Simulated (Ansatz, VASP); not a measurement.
Two plane-wave programs on SnSe

File INCAR:

```
ALGO     = Normal         # electronic algorithm
EDIFF    = 1E-7           # SCF threshold, eV
ENCUT    = 520            # plane-wave cutoff, eV
ISIF     = 2              # what is computed and relaxed
ISMEAR   = 0              # smearing method
LASPH    = T              # aspherical terms in the spheres
LCHARG   = F              # write CHGCAR
LREAL    = F              # projectors in reciprocal space
LWAVE    = F              # write WAVECAR
NBANDS   = 28             # bands
NELM     = 80             # most SCF steps
PREC     = Accurate       # precision mode
SIGMA    = 0.05           # smearing width, eV
```

The input KPOINTS:

```
k-points
0
Gamma
  6 6 4
```

File POSCAR:

```
SnSe
1.0
    4.2527474225      0.0000000000      0.0000000000
    0.0000000000      4.2527474225      0.0000000000
    0.0000000000      0.0000000000     11.1443172468
Sn Se
2 2
Direct
    0.5000000000      0.0000000000      0.3781633345
    0.0000000000      0.5000000000      0.6218366655
    0.5000000000      0.0000000000      0.6217782147
    0.0000000000      0.5000000000      0.3782217853
```

Input for Ansatz:

```yaml
crystal:
  lattice:
    - [4.2527474225, 0.0, 0.0]
    - [0.0, 4.2527474225, 0.0]
    - [0.0, 0.0, 11.1443172468]
  atoms:
    - { symbol: Sn, position: [0.5, 0.0, 0.3781633345] }
    - { symbol: Sn, position: [0.0, 0.5, 0.6218366655] }
    - { symbol: Se, position: [0.5, 0.0, 0.6217782147] }
    - { symbol: Se, position: [0.0, 0.5, 0.3782217853] }
basis:
  ecutwfc: 420
kpoints:
  mp_grid: { grid: [6, 6, 4] }
hamiltonian:
  xc: lda
scf:
  occupations: { method: gaussian, width: 0.05 }
output:
  forces: true
  stress: true
  eigenvalues: true
```

Change from the starting cell: strain +0.015 along x and y, +0.015 along z, atoms carried along.

Alike in both runs: task single point; functional LDA; k mesh 6 × 6 × 4; occupations gaussian, width 0.05 eV; no spin polarisation.

|  | VASP | Ansatz |
| --- | --- | --- |
| version | VASP 6.6.1 | Ansatz 0.2.0 |
| potentials or method | VASP PAW LDA potentials, release 64 (Sn_d, Se), cutoff 520 eV | scalar-relativistic, plane waves, PAW |
| valence electrons in the cell | 40 | 60 |

Ansatz gave:

```
gap on the k mesh at the Fermi level (eV) : 1.47
least direct gap on the mesh (eV)         : 1.52
rms of the force components (eV/Å)        : 0.145
```

**Question.** What did VASP give for the same quantities?

**Answer.** gap on the k mesh at the Fermi level (eV): 1.47; least direct gap on the mesh (eV): 1.52; rms of the force components (eV/Å): 0.134.

LDA's correlation is that of Perdew and Zunger in VASP and of Perdew and Wang (1992) in Ansatz. Atom by atom the forces differ by 0.012 eV/Å (rms over components). VASP's potentials hold 40 valence electrons a cell and Ansatz's 60, so a difference there can come from the potentials and not from the codes.
